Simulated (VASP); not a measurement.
# BN (Qingsongite) (F-43m) in VASP: further runs, part 2 of 2

VASP 6.6.1.

## (4) Relaxation of cell and atoms, PBEsol, target pressure 102 GPa, at which the enthalpy is minimised

This run uses another cell than the first one, of 5.91 Å³/atom, 1.308 times its volume.

File INCAR:

```
SYSTEM = BN
ALGO = Normal
EDIFF = 1E-7
EDIFFG = -0.05
ENCUT = 600
GGA = PS
GGA_COMPAT = .FALSE.
IBRION = 2
ISIF = 3
ISMEAR = 0
LASPH = .TRUE.
LCHARG = .FALSE.
LREAL = .FALSE.
LWAVE = .FALSE.
NELM = 120
NELMIN = 4
NSW = 80
PREC = Accurate
PSTRESS = 1020.0
SIGMA = 0.1
```

File KPOINTS:

```
k-points
0
G
  10 10 10
  0 0 0
```

File POSCAR:

```
BN
1.0
    0.0000000000      1.8075000000      1.8075000000
    1.8075000000      0.0000000000      1.8075000000
    1.8075000000      1.8075000000      0.0000000000
B N
1 1
Direct
    0.0000000000      0.0000000000      0.0000000000
    0.2500000000      0.2500000000      0.2500000000
```

Potentials or basis: VASP PAW PBE potentials, release 64 (B, N).

Run with:

```console
$ cat potpaw_PBE.64/B/POTCAR potpaw_PBE.64/N/POTCAR > POTCAR
$ mpirun -np 1 vasp_std > vasp.out
```

OUTCAR:

```text
SYSTEM = BN
   EDIFF = 1E-7
   EDIFFG = -0.05
   ENCUT = 600
   GGA = PS
   IBRION = 2
   ISIF = 3
   ISMEAR = 0
   LASPH = .TRUE.
   LREAL = .FALSE.
   NELM = 120
   NELMIN = 4
   NSW = 80
   PREC = Accurate
   PSTRESS = 1020.0

 ion  position               nearest neighbor table
   1  0.000  0.000  0.000-   2 1.57   2 1.57   2 1.57   2 1.57
   2  0.250  0.250  0.250-   1 1.57   1 1.57   1 1.57   1 1.57

  LATTYP: Found a face centered cubic cell.
 ALAT       =     3.6150000000

  Lattice vectors:

 A1 = (   0.0000000000,   1.8075000000,   1.8075000000)
 A2 = (   1.8075000000,   0.0000000000,   1.8075000000)
 A3 = (   1.8075000000,   1.8075000000,   0.0000000000)

Analysis of symmetry for initial positions (statically):
=====================================================================
 Subroutine PRICEL returns:
 Original cell was already a primitive cell.

 Routine SETGRP: Setting up the symmetry group for a
 face centered cubic supercell.

 Subroutine GETGRP returns: Found 24 space group operations
 (whereof 24 operations were pure point group operations)
 out of a pool of 48 trial point group operations.

The static configuration has the point symmetry T_d .

Analysis of symmetry for dynamics (positions and initial velocities):
=====================================================================
 Subroutine PRICEL returns:
 Original cell was already a primitive cell.

 Routine SETGRP: Setting up the symmetry group for a
 face centered cubic supercell.

 Subroutine GETGRP returns: Found 24 space group operations
 (whereof 24 operations were pure point group operations)
 out of a pool of 48 trial point group operations.

The dynamic configuration has the point symmetry T_d .

 Subroutine INISYM returns: Found 24 space group operations
 (whereof 24 operations are pure point group operations),
 and found     1 'primitive' translations

----------------------------------------------------------------------------------------

                                     Primitive cell

  volume of cell :      11.8104

  direct lattice vectors                    reciprocal lattice vectors
     0.000000000  1.807500000  1.807500000    -0.276625173  0.276625173  0.276625173
     1.807500000  0.000000000  1.807500000     0.276625173 -0.276625173  0.276625173
     1.807500000  1.807500000  0.000000000     0.276625173  0.276625173 -0.276625173

  length of vectors
     2.556191014  2.556191014  2.556191014     0.479128854  0.479128854  0.479128854

  position of ions in fractional coordinates (direct lattice)
     0.000000000  0.000000000  0.000000000
     0.250000000  0.250000000  0.250000000

  ion indices of the primitive-cell ions
   primitive index   ion index
                 1           1
                 2           2

----------------------------------------------------------------------------------------

 KPOINTS: k-points

Automatic generation of k-mesh.
 Grid dimensions read from file:
 generate k-points for:   10   10   10

 Generating k-lattice:

  Cartesian coordinates                     Fractional coordinates (reciprocal lattice)
    -0.027662517  0.027662517  0.027662517     0.100000000  0.000000000  0.000000000
     0.027662517 -0.027662517  0.027662517     0.000000000  0.100000000  0.000000000
     0.027662517  0.027662517 -0.027662517     0.000000000  0.000000000  0.100000000

  Length of vectors
     0.047912885  0.047912885  0.047912885

  Shift w.r.t. Gamma in fractional coordinates (k-lattice)
     0.000000000  0.000000000  0.000000000

 Subroutine IBZKPT returns following result:
 ===========================================

 Found     47 irreducible k-points:

 Following reciprocal coordinates:
            Coordinates               Weight
  0.000000  0.000000  0.000000      1.000000
  0.100000  0.000000  0.000000      8.000000
  0.200000  0.000000  0.000000      8.000000
  0.300000  0.000000  0.000000      8.000000
  0.400000  0.000000  0.000000      8.000000
  0.500000  0.000000  0.000000      4.000000
[... 16 lines left out ...]
  0.300000  0.300000  0.000000      6.000000
  0.400000  0.300000  0.000000     24.000000
 [... further k-points ...]
   k-points           NKPTS =     47   k-points in BZ     NKDIM =     47   number of bands    NBANDS=      8
   number of dos      NEDOS =    301   number of ions     NIONS =      2
   total plane-waves  NPLWV =   8000
   dimension x,y,z NGX =    20 NGY =   20 NGZ =   20
   dimension x,y,z NGXF=    40 NGYF=   40 NGZF=   40
   ions per type =               1   1
   NGX,Y,Z   is equivalent  to a cutoff of  13.01, 13.01, 13.01 a.u.
   NGXF,Y,Z  is equivalent  to a cutoff of  26.01, 26.01, 26.01 a.u.
 SYSTEM =  BN
   PREC   = accura    normal or accurate (medium, high low for compatibility)
   ISTART =      0    job   : 0-new  1-cont  2-samecut
   ICHARG =      2    charge: 1-file 2-atom 10-const
   ISPIN  =      1    spin polarized calculation?
   LNONCOLLINEAR =      F non collinear calculations
   LSORBIT =      F    spin-orbit coupling
   LASPH  =      T    aspherical Exc in radial PAW
   ENCUT  =  600.0 eV  44.10 Ry    6.64 a.u.   5.11  5.11  5.11*2*pi/ulx,y,z
   NELM   =    120;   NELMIN=  4; NELMDL= -5     # of ELM steps
   EDIFF  = 0.1E-06   stopping-criterion for ELM
   LREAL  =      F    real-space projection
   EDIFFG = -.5E-01   stopping-criterion for IOM
   NSW    =     80    number of steps for IOM
   IBRION =      2    ionic relax: 0-MD 1-quasi-New 2-CG
   NFREE  =      1    steps in history (QN), initial steepest desc. (CG)
   ISIF   =      3    stress and relaxation
   ISYM   =      2    0-nonsym 1-usesym 2-fastsym
   POTIM  = 0.5000    time-step for ionic-motion
   TEBEG  =    0.0;   TEEND  =   0.0 temperature during run
   PSTRESS= 1020.0 pullay stress
   NELECT =       8.0000    total number of electrons
   NUPDOWN=      -1.0000    fix difference up-down
   EMIN   =  10.00;   EMAX   =-10.00  energy-range for DOS
   EFERMI =   0.00;   METHOD = LEGACY
   ISMEAR =     0;   SIGMA  =   0.10  broadening in eV -4-tet -1-fermi 0-gaus
   EFERMI_NEDOS =   21; number of points for ismear=-14 and -15
   IALGO  =     38    algorithm
   IMIX   =      4    mixing-type and parameters
     AMIX     =   0.40;   BMIX     =  1.00
     AMIX_MAG =   1.60;   BMIX_MAG =  1.00
  volume/ion in A,a.u.               =       5.91        39.85
  Fermi-wavevector in a.u.,A,eV,Ry     =   1.437749  2.716952 28.124920  2.067123
  Thomas-Fermi vector in A             =   2.556793
   LORBIT       =      0    0 simple, 1 ext, 2 COOP (PROOUT), +10 PAW based schemes
   GGA     = PS    functional components
   LHFCALC =     F    Hartree Fock is set to
   AEXX    =    0.0000 exact exchange contribution
   IVDW    =     0    specifies the selected vdW correction
   LEPSILON=     F    determine dielectric tensor
   LRPA    =     F    only Hartree local field effects (RPA)
 conjugate gradient relaxation of ions
 non-spin polarized calculation
 Gauss-broadening in eV      SIGMA  =   0.10
  energy-cutoff  :      600.00
  volume of cell :       11.81
 maximum number of plane-waves:       411
   NGX = 11   NGY = 11   NGZ = 11

--------------------------------------- Ionic step        1  -------------------------------------------

 number of electron       7.9999999 magnetization

 Free energy of the ion-electron system (eV)
  ---------------------------------------------------
  ext. energy  EPLUGINS =         0.00000000
  ---------------------------------------------------
  free energy    TOTEN  =       -18.35031651 eV

  energy without entropy =      -18.35031651  energy(sigma->0) =      -18.35031651

------------------------ aborting loop because EDIFF is reached ----------------------------------------

  FORCE on cell =-STRESS in cart. coord.  units (eV):
  Direction    XX          YY          ZZ          XY          YZ          ZX
  --------------------------------------------------------------------------------------
  -------------------------------------------------------------------------------------
  Total       -0.1948097     -0.1948097     -0.1948097      0.0000000      0.0000000     -0.0000000
  in kB      -26.4275039    -26.4275039    -26.4275039      0.0000000      0.0000000     -0.0000000
  external PRESSURE =   -1046.4275039 kB  Pullay stress =    1020.0000000 kB
[... 63 lines left out ...]
--------------------------------------- Ionic step        3  -------------------------------------------

 number of electron       8.0000001 magnetization

 E-fermi :   9.9400     XC(G=0): -13.8412

 val. band max:        9.5391338489   @ k =   0.0000   0.0000   0.0000
 cond. band min:      13.9726241506   @ k =   0.5000   0.5000   0.0000
 fundamental gap:      4.4334903017
 Fermi energy:         9.9399941876

 k-point     1 :       0.0000    0.0000    0.0000
  band No.  band energies     occupation
      1     -12.7232      2.00000
      2       9.5391      2.00000
      3       9.5391      2.00000
      4       9.5391      2.00000
      5      19.0767      0.00000
      6      19.0767      0.00000
      7      19.0767      0.00000
      8      22.6077      0.00000
[... 328 lines left out ...]
--------------------------------------- Ionic step        5  -------------------------------------------

 number of electron       7.9999999 magnetization

 Free energy of the ion-electron system (eV)
  ---------------------------------------------------
  ext. energy  EPLUGINS =         0.00000000
  ---------------------------------------------------
  free energy    TOTEN  =       -17.79867208 eV

  energy without entropy =      -17.79867208  energy(sigma->0) =      -17.79867208

 E-fermi :  10.4413     XC(G=0): -13.9916

 val. band max:        9.9564211479   @ k =   0.0000   0.0000   0.0000
 cond. band min:      14.4148961911   @ k =   0.5000   0.5000   0.0000
 fundamental gap:      4.4584750432
 Fermi energy:        10.4413069083

 k-point     1 :       0.0000    0.0000    0.0000
  band No.  band energies     occupation
      1     -12.6894      2.00000
      2       9.9564      2.00000
      3       9.9564      2.00000
      4       9.9564      2.00000
      5      19.6320      0.00000
      6      19.6320      0.00000
      7      19.6320      0.00000
      8      23.5509      0.00000
[... 286 lines left out ...]
  energy  without entropy=      -17.7986720791  energy(sigma->0) =      -17.79867208

  enthalpy is  TOTEN    =       -11.6083940049 eV   P V=        6.1902780741

 reached required accuracy - stopping structural energy minimisation
```

OSZICAR:

```text
N       E                     dE             d eps       ncg     rms          rms(c)
DAV:   1     0.117708492831E+02    0.11771E+02   -0.58483E+03   792   0.113E+03
DAV:   2    -0.190637766823E+02   -0.30835E+02   -0.29298E+02  1088   0.200E+02
DAV:   3    -0.192955388743E+02   -0.23176E+00   -0.23176E+00   888   0.200E+01
DAV:   4    -0.192957128148E+02   -0.17394E-03   -0.17394E-03  1000   0.533E-01
[... 41 lines left out ...]
DAV:   1    -0.177995652388E+02    0.46587E-01   -0.30247E-02   808   0.190E+00    0.223E-01
DAV:   2    -0.177987390119E+02    0.82623E-03   -0.31066E-03   912   0.506E-01    0.702E-02
DAV:   3    -0.177986822239E+02    0.56788E-04   -0.17795E-04   936   0.130E-01    0.241E-02
DAV:   4    -0.177986721221E+02    0.10102E-04   -0.12986E-05   896   0.372E-02    0.739E-03
DAV:   5    -0.177986720791E+02    0.43040E-07   -0.49016E-07   952   0.658E-03
   5 F= -.11608394E+02 E0= -.11608394E+02  d E =-.776981E+00
```

CONTCAR:

```text
BN
   1.00000000000000
     0.0000000000000000    1.6940654730491815    1.6940654730491815
     1.6940654730491815    0.0000000000000000    1.6940654730491815
     1.6940654730491815    1.6940654730491815   -0.0000000000000000
  B               N
     1     1
Direct
     0.0000000000000000    0.0000000000000000    0.0000000000000000
     0.2500000000000000    0.2500000000000000    0.2500000000000000

  0.00000000E+00  0.00000000E+00  0.00000000E+00
  0.00000000E+00  0.00000000E+00  0.00000000E+00
```

It took 8.7 s on 1 thread of Intel Xeon 6975P-C (Granite Rapids), shared host; peak memory 0.12 GiB.

What came out:

| Quantity | Value |
| --- | --- |
| Free energy | -17.7987 eV |
| Relaxed volume | 4.86 Å³/atom |
| Relaxed cell | a = 2.396 Å, b = 2.396 Å, c = 2.396 Å, α = 60.00°, β = 60.00°, γ = 60.00° |
| Space group after relaxing (to 0.05 Å) | F-43m (No. 216) |
| Energy change on relaxing (the enthalpy is what falls) | +275.8 meV/atom |
| Ionic steps | 5 |
| Pressure after relaxing | 102.0 GPa |
| Band gap on the k mesh | 4.46 eV, indirect (least direct gap 9.68 eV) |

Step by step:
```tsv
step	energy change (eV)	largest force (eV/Å)	pressure (GPa)	volume (Å³)
1	0.0000	0.0000	-2.64	11.81
2	7.3228	0.0000	698.14	6.37
3	0.3862	0.0000	81.67	10.01
4	0.5042	0.0000	96.39	9.80
5	0.5516	0.0000	102.04	9.72
```

Final structure:
```cif
data_structure
_symmetry_space_group_name_H-M 'P 1'
_symmetry_Int_Tables_number 1
_cell_length_a 2.3958
_cell_length_b 2.3958
_cell_length_c 2.3958
_cell_angle_alpha 60.000
_cell_angle_beta 60.000
_cell_angle_gamma 60.000
_cell_volume 9.72
loop_
_atom_site_label
_atom_site_type_symbol
_atom_site_fract_x
_atom_site_fract_y
_atom_site_fract_z
_atom_site_occupancy
B1 B 0.00000 0.00000 0.00000 1
N1 N 0.25000 0.25000 0.25000 1
```

Caveat: the cell is relaxed towards a set pressure, so the enthalpy falls and the energy may rise; the volume moved by over 15 % at a fixed basis, so the end points are rough; the PAW data sets were made with another functional, which shifts forces and pressure a little.

## (5) Summary

```csv
cell,gap on the mesh (eV),pressure (GPa)
"relaxed to 162 GPa from a = 2.338 Å, angles 60.0°, 2 atoms",4.52,162.0
"relaxed to 102 GPa from a = 2.395 Å, angles 60.0°, 2 atoms",4.46,103.1
"relaxed to 102 GPa from a = 2.556 Å, angles 60.0°, 2 atoms",4.46,102.0
```

Alike in all rows: task relaxation of cell and atoms; level PBEsol; potentials or basis VASP PAW PBE potentials, release 64 (B, N); no spin polarisation; k mesh 10 × 10 × 10; cutoff (eV) 600; smearing gaussian 0.1 eV.

Caveats: the cell is relaxed towards a set pressure, so the enthalpy falls and the energy may rise; the PAW data sets were made with another functional, which shifts forces and pressure a little; the relaxation stopped at its first step, so nothing moved (some runs); the volume moved by over 15 % at a fixed basis, so the end points are rough (some runs).

Total energies depend on the potentials used, so only differences within one code and one set of settings carry meaning.
